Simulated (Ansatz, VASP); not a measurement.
# GaN: VASP beside Ansatz

File INCAR:

```
PREC = Accurate ; ENCUT = 600
EDIFF = 1E-6 ; ISMEAR = -1
SIGMA = 0.05 ; LREAL = False
LASPH = True ; NELM = 60
ALGO = Normal ; ISIF = 3
LWAVE = False ; LCHARG = False
GGA = B5 ; ALDAX = 1.0
AGGAX = 1.0 ; AGGAC = 1.0
ALDAC = 0.0 ; IVDW = 13
IBRION = 2 ; NSW = 60
EDIFFG = -0.01 ; VDW_S6 = 1.0
VDW_S8 = 2.34076671 ; VDW_A1 = 0.44488865
VDW_A2 = 4.0933009
```

File KPOINTS:

```
regular mesh
0
Gamma
  10 10 5
```

The input POSCAR:

```
GaN
1.0
    3.1800000000      0.0000000000      0.0000000000
   -1.5900000000      2.7539607840      0.0000000000
    0.0000000000      0.0000000000      5.1660000000
Ga N
2 2
Direct
    0.6666666667      0.3333333333      0.5000000000
    0.3333333333      0.6666666667      0.0000000000
    0.6666666667      0.3333333333      0.8750000000
    0.3333333333      0.6666666667      0.3750000000
```

File input.yaml:

```yaml
crystal:
  lattice:
    - [3.18, 0.0, 0.0]
    - [-1.59, 2.753960784, 0.0]
    - [0.0, 0.0, 5.166]
  atoms:
    - { symbol: Ga, position: [0.6666666667, 0.3333333333, 0.5] }
    - { symbol: Ga, position: [0.3333333333, 0.6666666667, 0.0] }
    - { symbol: "N", position: [0.6666666667, 0.3333333333, 0.875] }
    - { symbol: "N", position: [0.3333333333, 0.6666666667, 0.375] }
hamiltonian:
  xc: blyp
  pseudopotentials: { kind: paw }
  dispersion: d4
kpoints:
  mp_grid: { grid: [10, 10, 5] }
scf:
  occupations: { method: fermi_dirac, width: 0.05 }
output:
  forces: true
  stress: true
relax:
  f_tol: 0.01
  max_steps: 40
  cell: { stress_tol: 0.05 }
```

Alike in both runs: task relaxation of cell and atoms; functional BLYP; dispersion D4; k mesh 10 × 10 × 5; occupations fermi-dirac, width 0.05 eV; no spin polarisation.

|  | VASP | Ansatz |
| --- | --- | --- |
| version | VASP 6.6.1 | Ansatz 0.2.0 |
| potentials or method | VASP PAW PBE potentials, release 64 (Ga_d, N) | Ansatz PAW |
| plane-wave cutoff (eV) | 600 | 420 |
| valence electrons in the cell | 36 | 36 |

Ansatz gave:

- relaxed volume (Å³/atom): 11.38
- relaxed cell length with the largest relative difference (Å): 3.182

**Question.** What did VASP give for the same quantities?

**Answer.** Relaxed volume (Å³/atom): 11.46; relaxed cell length with the largest relative difference (Å): 3.189.

VASP's potentials were made for PBE, not for BLYP.

Noted on Ansatz's run: odd divisions of the mesh miss points on the zone boundary, where band edges often lie, so the gap on the mesh can be too wide; the plane-wave basis is chosen anew once the cell has moved, so the energies of steps on either side of that aren't comparable.
